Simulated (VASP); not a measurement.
# AlN (F-43m) in VASP: notebook

The runs below take AlN through single point, relaxation of cell and atoms, with PBEsol.

All numbers are computed with VASP 6.6.1; they aren't measurements. Logs are shortened: lines on timing, memory, paths and dates and some standing lists are left out, and cuts for length are marked.

## 1. The cell of the first run

Symmetry: F-43m, No. 216, cubic system. The conventional cell has a = 4.165 Å, b = 4.165 Å, c = 4.165 Å, α = 90.00°, β = 90.00°, γ = 90.00°. Within 2.4 Å of Al (site symmetry -43m) lie 4 N at 1.80 Å. N (site symmetry -43m) has 4 Al at 1.80 Å within 2.4 Å.

## 2. Single point, PBEsol

The input, INCAR:

```
SYSTEM = AlN
PREC = Accurate
ENCUT = 520
EDIFF = 1E-7
ISMEAR = 0
SIGMA = 0.01
LREAL = .FALSE.
LASPH = .TRUE.
NELM = 80
ALGO = Normal
ISIF = 2
LWAVE = .FALSE.
LCHARG = .FALSE.
GGA = PS
NBANDS = 11
```

The input, KPOINTS:

```
regular mesh
0
G
  8 8 8
  0 0 0
```

The input, POSCAR:

```
AlN
1.0
    0.0000000000      2.0822644123      2.0822644123
    2.0822644123      0.0000000000      2.0822644123
    2.0822644123      2.0822644123      0.0000000000
Al N
1 1
Direct
    0.0000000000      0.0000000000      0.0000000000
    0.7500000000      0.7500000000      0.7500000000
```

Potentials or basis: VASP PAW PBE potentials, release 64 (Al, N).

Command:

```bash
$ cat potpaw_PBE.64/Al/POTCAR potpaw_PBE.64/N/POTCAR > POTCAR
$ mpirun -np 1 vasp_std > vasp.out
```

OUTCAR:

```text
SYSTEM = AlN
   PREC = Accurate
   ENCUT = 520
   EDIFF = 1E-7
   ISMEAR = 0
   LREAL = .FALSE.
   LASPH = .TRUE.
   NELM = 80
   ISIF = 2
   GGA = PS

 ion  position               nearest neighbor table
   1  0.000  0.000  0.000-   2 1.80   2 1.80   2 1.80   2 1.80
   2  0.750  0.750  0.750-   1 1.80   1 1.80   1 1.80   1 1.80

  LATTYP: Found a face centered cubic cell.
 ALAT       =     4.1645288246

  Lattice vectors:

 A1 = (   0.0000000000,   2.0822644123,   2.0822644123)
 A2 = (   2.0822644123,   0.0000000000,   2.0822644123)
 A3 = (   2.0822644123,   2.0822644123,   0.0000000000)

Analysis of symmetry for initial positions (statically):
=====================================================================
 Subroutine PRICEL returns:
 Original cell was already a primitive cell.

 Routine SETGRP: Setting up the symmetry group for a
 face centered cubic supercell.

 Subroutine GETGRP returns: Found 24 space group operations
 (whereof 24 operations were pure point group operations)
 out of a pool of 48 trial point group operations.

The static configuration has the point symmetry T_d .

Analysis of symmetry for dynamics (positions and initial velocities):
=====================================================================
 Subroutine PRICEL returns:
 Original cell was already a primitive cell.

 Routine SETGRP: Setting up the symmetry group for a
 face centered cubic supercell.

 Subroutine GETGRP returns: Found 24 space group operations
 (whereof 24 operations were pure point group operations)
 out of a pool of 48 trial point group operations.

The dynamic configuration has the point symmetry T_d .

 Subroutine INISYM returns: Found 24 space group operations
 (whereof 24 operations are pure point group operations),
 and found     1 'primitive' translations

----------------------------------------------------------------------------------------

                                     Primitive cell

  volume of cell :      18.0567

  direct lattice vectors                    reciprocal lattice vectors
     0.000000000  2.082264412  2.082264412    -0.240123203  0.240123203  0.240123203
     2.082264412  0.000000000  2.082264412     0.240123203 -0.240123203  0.240123203
     2.082264412  2.082264412  0.000000000     0.240123203  0.240123203 -0.240123203

  length of vectors
     2.944766572  2.944766572  2.944766572     0.415905588  0.415905588  0.415905588

  position of ions in fractional coordinates (direct lattice)
     0.000000000  0.000000000  0.000000000
     0.750000000  0.750000000  0.750000000

  ion indices of the primitive-cell ions
   primitive index   ion index
                 1           1
                 2           2

----------------------------------------------------------------------------------------

 KPOINTS: regular mesh

Automatic generation of k-mesh.
 Grid dimensions read from file:
 generate k-points for:    8    8    8

 Generating k-lattice:

  Cartesian coordinates                     Fractional coordinates (reciprocal lattice)
    -0.030015400  0.030015400  0.030015400     0.125000000  0.000000000  0.000000000
     0.030015400 -0.030015400  0.030015400     0.000000000  0.125000000  0.000000000
     0.030015400  0.030015400 -0.030015400     0.000000000  0.000000000  0.125000000

  Length of vectors
     0.051988198  0.051988198  0.051988198

  Shift w.r.t. Gamma in fractional coordinates (k-lattice)
     0.000000000  0.000000000  0.000000000

 Subroutine IBZKPT returns following result:
 ===========================================

 Found     29 irreducible k-points:

 Following reciprocal coordinates:
            Coordinates               Weight
  0.000000  0.000000  0.000000      1.000000
  0.125000  0.000000  0.000000      8.000000
  0.250000  0.000000  0.000000      8.000000
  0.375000  0.000000  0.000000      8.000000
  0.500000  0.000000  0.000000      4.000000
  0.125000  0.125000  0.000000      6.000000
[... 16 lines left out ...]
  0.500000  0.250000  0.125000     48.000000
 -0.375000  0.250000  0.125000     24.000000
 [... further k-points ...]
   k-points           NKPTS =     29   k-points in BZ     NKDIM =     29   number of bands    NBANDS=     11
   number of dos      NEDOS =    301   number of ions     NIONS =      2
   total plane-waves  NPLWV =  13824
   dimension x,y,z NGX =    24 NGY =   24 NGZ =   24
   dimension x,y,z NGXF=    48 NGYF=   48 NGZF=   48
   ions per type =               1   1
   NGX,Y,Z   is equivalent  to a cutoff of  13.55, 13.55, 13.55 a.u.
   NGXF,Y,Z  is equivalent  to a cutoff of  27.10, 27.10, 27.10 a.u.
 SYSTEM =  AlN
   PREC   = accura    normal or accurate (medium, high low for compatibility)
   ISTART =      0    job   : 0-new  1-cont  2-samecut
   ICHARG =      2    charge: 1-file 2-atom 10-const
   ISPIN  =      1    spin polarized calculation?
   LNONCOLLINEAR =      F non collinear calculations
   LSORBIT =      F    spin-orbit coupling
   LASPH  =      T    aspherical Exc in radial PAW
   ENCUT  =  520.0 eV  38.22 Ry    6.18 a.u.   5.48  5.48  5.48*2*pi/ulx,y,z
   NELM   =     80;   NELMIN=  2; NELMDL= -5     # of ELM steps
   EDIFF  = 0.1E-06   stopping-criterion for ELM
   LREAL  =      F    real-space projection
   EDIFFG = 0.1E-05   stopping-criterion for IOM
   NSW    =      0    number of steps for IOM
   IBRION =     -1    ionic relax: 0-MD 1-quasi-New 2-CG
   NFREE  =      0    steps in history (QN), initial steepest desc. (CG)
   ISIF   =      2    stress and relaxation
   ISYM   =      2    0-nonsym 1-usesym 2-fastsym
   POTIM  = 0.5000    time-step for ionic-motion
   TEBEG  =    0.0;   TEEND  =   0.0 temperature during run
   PSTRESS=    0.0 pullay stress
   NELECT =       8.0000    total number of electrons
   NUPDOWN=      -1.0000    fix difference up-down
   EMIN   =  10.00;   EMAX   =-10.00  energy-range for DOS
   EFERMI =   0.00;   METHOD = LEGACY
   ISMEAR =     0;   SIGMA  =   0.01  broadening in eV -4-tet -1-fermi 0-gaus
   EFERMI_NEDOS =   21; number of points for ismear=-14 and -15
   IALGO  =     38    algorithm
   IMIX   =      4    mixing-type and parameters
     AMIX     =   0.40;   BMIX     =  1.00
     AMIX_MAG =   1.60;   BMIX_MAG =  1.00
  volume/ion in A,a.u.               =       9.03        60.93
  Fermi-wavevector in a.u.,A,eV,Ry     =   1.248032  2.358438 21.192205  1.557583
  Thomas-Fermi vector in A             =   2.382137
   LORBIT       =      0    0 simple, 1 ext, 2 COOP (PROOUT), +10 PAW based schemes
   GGA     = PS    functional components
   LHFCALC =     F    Hartree Fock is set to
   AEXX    =    0.0000 exact exchange contribution
   IVDW    =     0    specifies the selected vdW correction
   LEPSILON=     F    determine dielectric tensor
   LRPA    =     F    only Hartree local field effects (RPA)
 non-spin polarized calculation
 Gauss-broadening in eV      SIGMA  =   0.01
  energy-cutoff  :      520.00
  volume of cell :       18.06
 maximum number of plane-waves:       531
 NGX is ok and might be reduce to    24
   NGX = 11   NGY = 11   NGZ = 11

 number of electron       8.0000002 magnetization

 Free energy of the ion-electron system (eV)
  ---------------------------------------------------
  ext. energy  EPLUGINS =         0.00000000
  ---------------------------------------------------
  free energy    TOTEN  =       -15.28399903 eV

  energy without entropy =      -15.28399903  energy(sigma->0) =      -15.28399903

 E-fermi :   7.3580     XC(G=0): -11.7711

 val. band max:        7.3116097380   @ k =   0.0000   0.0000   0.0000
 cond. band min:      10.5507770339   @ k =   0.5000   0.5000   0.0000
 fundamental gap:      3.2391672959
 Fermi energy:         7.3579543869

 k-point     1 :       0.0000    0.0000    0.0000
  band No.  band energies     occupation
      1      -8.5270      2.00000
      2       7.3116      2.00000
      3       7.3116      2.00000
      4       7.3116      2.00000
      5      12.7687      0.00000
      6      21.2517      0.00000
      7      21.2517      0.00000
      8      21.2517      0.00000
      9      26.0720      0.00000
     10      26.0720      0.00000
     11      27.7391      0.00000

 k-point     2 :       0.1250    0.0000    0.0000
  band No.  band energies     occupation
      1      -8.2564      2.00000
      2       6.0927      2.00000
      3       7.2314      2.00000
      4       7.2314      2.00000
      5      13.6703      0.00000
      6      20.6527      0.00000
      7      21.4327      0.00000
      8      21.4327      0.00000
      9      24.3906      0.00000
     10      24.3906      0.00000
     11      26.6074      0.00000

 k-point     3 :       0.2500    0.0000    0.0000
  band No.  band energies     occupation
      1      -7.5043      2.00000
      2       3.7999      2.00000
      3       7.0503      2.00000
      4       7.0503      2.00000
      5      14.9651      0.00000
      6      19.5204      0.00000
      7      20.7159      0.00000
      8      20.7159      0.00000
      9      24.7888      0.00000
     10      24.7888      0.00000
     11      25.9719      0.00000

 k-point     4 :       0.3750    0.0000    0.0000
  band No.  band energies     occupation
      1      -6.5204      2.00000
      2       1.6981      2.00000
      3       6.8847      2.00000
      4       6.8847      2.00000
      5      15.6904      0.00000
      6      18.5187      0.00000
      7      19.6536      0.00000
      8      19.6536      0.00000
      9      26.5767      0.00000
     10      27.1789      0.00000
     11      27.1789      0.00000
[... 239 lines left out ...]
 k-point    22 :       0.3750    0.2500    0.1250
  band No.  band energies     occupation
      1      -6.8923      2.00000
      2       3.4870      2.00000
      3       5.6858      2.00000
      4       6.6783      2.00000
      5      14.8376      0.00000
      6      18.6887      0.00000
      7      19.6940      0.00000
      8      21.8076      0.00000
      9      23.3670      0.00000
     10      28.0476      0.00000
     11      30.5635      0.00000

 k-point    23 :       0.5000    0.2500    0.1250
  band No.  band energies     occupation
      1      -6.0317      2.00000
      2       2.2213      2.00000
      3       5.0492      2.00000
      4       6.3108      2.00000
      5      14.7998      0.00000
      6      18.0574      0.00000
      7      20.2719      0.00000
      8      21.3970      0.00000
      9      24.8851      0.00000
     10      28.7996      0.00000
     11      30.9533      0.00000

 k-point    24 :      -0.3750    0.2500    0.1250
  band No.  band energies     occupation
      1      -5.5850      2.00000
      2       1.5708      2.00000
      3       4.8957      2.00000
      4       6.0967      2.00000
      5      14.7631      0.00000
      6      17.7336      0.00000
      7      20.6819      0.00000
      8      21.4365      0.00000
      9      26.3217      0.00000
     10      27.6322      0.00000
     11      31.3285      0.00000

 [... further k-points ...]
[... 5 lines left out ...]
  --------------------------------------------------------------------------------------
  -------------------------------------------------------------------------------------
  Total        4.5557693      4.5557693      4.5557693      0.0000000     -0.0000000      0.0000000
  in kB      404.2357169    404.2357169    404.2357169      0.0000000     -0.0000000      0.0000000
  external PRESSURE =     404.2357169 kB  Pullay stress =       0.0000000 kB

 VOLUME and BASIS-vectors are now :
 -----------------------------------------------------------------------------
  energy-cutoff  :      520.00
  volume of cell :       18.06
      direct lattice vectors                 reciprocal lattice vectors
     0.000000000  2.082264412  2.082264412    -0.240123203  0.240123203  0.240123203
     2.082264412  0.000000000  2.082264412     0.240123203 -0.240123203  0.240123203
     2.082264412  2.082264412  0.000000000     0.240123203  0.240123203 -0.240123203

 POSITION                                       TOTAL-FORCE (eV/Angst)
 -----------------------------------------------------------------------------------
      0.00000      0.00000      0.00000        -0.000000      0.000000      0.000000
      3.12340      3.12340      3.12340         0.000000     -0.000000     -0.000000
 -----------------------------------------------------------------------------------
    total drift:                               -0.000000     -0.000000     -0.000000

  FREE ENERGIE OF THE ION-ELECTRON SYSTEM (eV)
  ---------------------------------------------------
  free  energy   TOTEN  =       -15.2839990292 eV

  energy  without entropy=      -15.2839990292  energy(sigma->0) =      -15.28399903
```

Run time: 17 s. Hardware: 1 thread of AMD EPYC 7R13, shared host; peak memory 0.1 GiB.

What came out:

- Free energy: -15.2840 eV
- Pressure: 40.4 GPa
- Band gap on the k mesh: 3.24 eV, indirect (least direct gap 5.17 eV)

Levels at points of the mesh, in eV from the valence-band top:
| k point | band 2 | band 3 | band 4 | band 5 | band 6 | band 7 |
| --- | --- | --- | --- | --- | --- | --- |
| (0.00, 0.00, 0.00) | 0.00 | 0.00 | 0.00 | 5.46 | 13.94 | 13.94 |
| (0.50, 0.00, 0.00) | -6.55 | -0.49 | -0.49 | 8.62 | 10.76 | 11.94 |
| (0.50, 0.50, 0.00) | -5.42 | -1.93 | -1.93 | 3.24 | 9.34 | 15.98 |

Caveat: the PAW data sets were made with another functional, which shifts forces and pressure a little. A k mesh can miss the band edges.

## 3. Single point, PBEsol

This run uses another cell than the first one, of 10.48 Å³/atom, 1.161 times its volume.

The input, INCAR:

```
SYSTEM = AlN
ALGO = Normal ; EDIFF = 1E-6
ENCUT = 520 ; GGA = PS
ISIF = 2 ; ISMEAR = 0
LASPH = .TRUE. ; LCHARG = .FALSE.
LREAL = .FALSE. ; LWAVE = .FALSE.
NBANDS = 11 ; NELM = 80
PREC = Accurate ; SIGMA = 0.01
```

The input, KPOINTS:

```
k-points
0
G
  8 8 8
  0 0 0
```

The input, POSCAR:

```
AlN
1.0
    0.0000000000      2.1886480190      2.1886480190
    2.1886480190      0.0000000000      2.1886480190
    2.1886480190      2.1886480190      0.0000000000
Al N
1 1
Direct
    0.0000000000      0.0000000000      0.0000000000
    0.7500000000      0.7500000000      0.7500000000
```

Potentials or basis: VASP PAW PBE potentials, release 64 (Al, N).

Command:

```bash
$ cat potpaw_PBE.64/Al/POTCAR potpaw_PBE.64/N/POTCAR > POTCAR
$ mpirun -np 1 vasp_std > vasp.out
```

OUTCAR:

```text
SYSTEM = AlN
   EDIFF = 1E-6
   ENCUT = 520
   GGA = PS
   ISIF = 2
   ISMEAR = 0
   LASPH = .TRUE.
   LREAL = .FALSE.
   NELM = 80
   PREC = Accurate

 ion  position               nearest neighbor table
   1  0.000  0.000  0.000-   2 1.90   2 1.90   2 1.90   2 1.90
   2  0.750  0.750  0.750-   1 1.90   1 1.90   1 1.90   1 1.90

  LATTYP: Found a face centered cubic cell.
 ALAT       =     4.3772960380

  Lattice vectors:

 A1 = (   0.0000000000,   2.1886480190,   2.1886480190)
 A2 = (   2.1886480190,   0.0000000000,   2.1886480190)
 A3 = (   2.1886480190,   2.1886480190,   0.0000000000)

Analysis of symmetry for initial positions (statically):
=====================================================================
 Subroutine PRICEL returns:
 Original cell was already a primitive cell.

 Routine SETGRP: Setting up the symmetry group for a
 face centered cubic supercell.

 Subroutine GETGRP returns: Found 24 space group operations
 (whereof 24 operations were pure point group operations)
 out of a pool of 48 trial point group operations.

The static configuration has the point symmetry T_d .

Analysis of symmetry for dynamics (positions and initial velocities):
=====================================================================
 Subroutine PRICEL returns:
 Original cell was already a primitive cell.

 Routine SETGRP: Setting up the symmetry group for a
 face centered cubic supercell.

 Subroutine GETGRP returns: Found 24 space group operations
 (whereof 24 operations were pure point group operations)
 out of a pool of 48 trial point group operations.

The dynamic configuration has the point symmetry T_d .

 Subroutine INISYM returns: Found 24 space group operations
 (whereof 24 operations are pure point group operations),
 and found     1 'primitive' translations

----------------------------------------------------------------------------------------

                                     Primitive cell

  volume of cell :      20.9680

  direct lattice vectors                    reciprocal lattice vectors
[... 112 lines left out ...]
   GGA     = PS    functional components
   LHFCALC =     F    Hartree Fock is set to
   AEXX    =    0.0000 exact exchange contribution
   IVDW    =     0    specifies the selected vdW correction
   LEPSILON=     F    determine dielectric tensor
   LRPA    =     F    only Hartree local field effects (RPA)
 non-spin polarized calculation
 Gauss-broadening in eV      SIGMA  =   0.01
  energy-cutoff  :      520.00
  volume of cell :       20.97
 maximum number of plane-waves:       588
   NGX = 11   NGY = 11   NGZ = 11

 number of electron       8.0000000 magnetization

 Free energy of the ion-electron system (eV)
  ---------------------------------------------------
  ext. energy  EPLUGINS =         0.00000000
  ---------------------------------------------------
  free energy    TOTEN  =       -15.61122757 eV

  energy without entropy =      -15.61122757  energy(sigma->0) =      -15.61122757

 E-fermi :   5.9846     XC(G=0): -11.1012

 val. band max:        5.8183049816   @ k =   0.0000   0.0000   0.0000
 cond. band min:       9.0019410995   @ k =   0.5000   0.5000   0.0000
 fundamental gap:      3.1836361179
 Fermi energy:         5.9845873187

 k-point     1 :       0.0000    0.0000    0.0000
  band No.  band energies     occupation
      1      -9.1028      2.00000
      2       5.8183      2.00000
      3       5.8183      2.00000
      4       5.8183      2.00000
      5       9.8949      0.00000
      6      18.2244      0.00000
      7      18.2244      0.00000
      8      18.2244      0.00000
      9      23.3546      0.00000
     10      23.3546      0.00000
     11      24.6946      0.00000
[... 309 lines left out ...]
 k-point    24 :      -0.3750    0.2500    0.1250
  band No.  band energies     occupation
      1      -6.7155      2.00000
      2       0.6481      2.00000
      3       3.5801      2.00000
      4       4.6933      2.00000
      5      12.7880      0.00000
      6      14.9173      0.00000
      7      17.8331      0.00000
      8      18.3519      0.00000
      9      22.8024      0.00000
     10      24.3905      0.00000
     11      27.6265      0.00000

 [... further k-points ...]
[... 5 lines left out ...]
  --------------------------------------------------------------------------------------
  -------------------------------------------------------------------------------------
  Total        0.0025506      0.0025506      0.0025506      0.0000000      0.0000000     -0.0000000
  in kB        0.1948890      0.1948890      0.1948890      0.0000000      0.0000000     -0.0000000
  external PRESSURE =       0.1948890 kB  Pullay stress =       0.0000000 kB

 VOLUME and BASIS-vectors are now :
 -----------------------------------------------------------------------------
  energy-cutoff  :      520.00
  volume of cell :       20.97
      direct lattice vectors                 reciprocal lattice vectors
     0.000000000  2.188648019  2.188648019    -0.228451535  0.228451535  0.228451535
     2.188648019  0.000000000  2.188648019     0.228451535 -0.228451535  0.228451535
     2.188648019  2.188648019  0.000000000     0.228451535  0.228451535 -0.228451535

 POSITION                                       TOTAL-FORCE (eV/Angst)
 -----------------------------------------------------------------------------------
      0.00000      0.00000      0.00000         0.000000      0.000000      0.000000
      3.28297      3.28297      3.28297        -0.000000     -0.000000     -0.000000
 -----------------------------------------------------------------------------------
    total drift:                               -0.000000     -0.000000     -0.000000

  FREE ENERGIE OF THE ION-ELECTRON SYSTEM (eV)
  ---------------------------------------------------
  free  energy   TOTEN  =       -15.6112275679 eV

  energy  without entropy=      -15.6112275679  energy(sigma->0) =      -15.61122757
```

It took 15 s on 1 thread of AMD EPYC 7R13, shared host; peak memory 0.1 GiB.

What came out:

```
Free energy            : -15.6112 eV
Pressure               : 0.0 GPa
Band gap on the k mesh : 3.18 eV, indirect (least direct gap 4.08 eV)
```

Levels at points of the mesh, in eV from the valence-band top:
```tsv
k point	band 2	band 3	band 4	band 5	band 6	band 7
(0.00, 0.00, 0.00)	0.00	0.00	0.00	4.08	12.41	12.41
(0.50, 0.00, 0.00)	-5.89	-0.48	-0.48	7.23	9.72	11.00
(0.50, 0.50, 0.00)	-4.93	-1.78	-1.78	3.18	8.44	13.79
```

Caveat: the PAW data sets were made with another functional, which shifts forces and pressure a little.

[end of part 1 of 2]
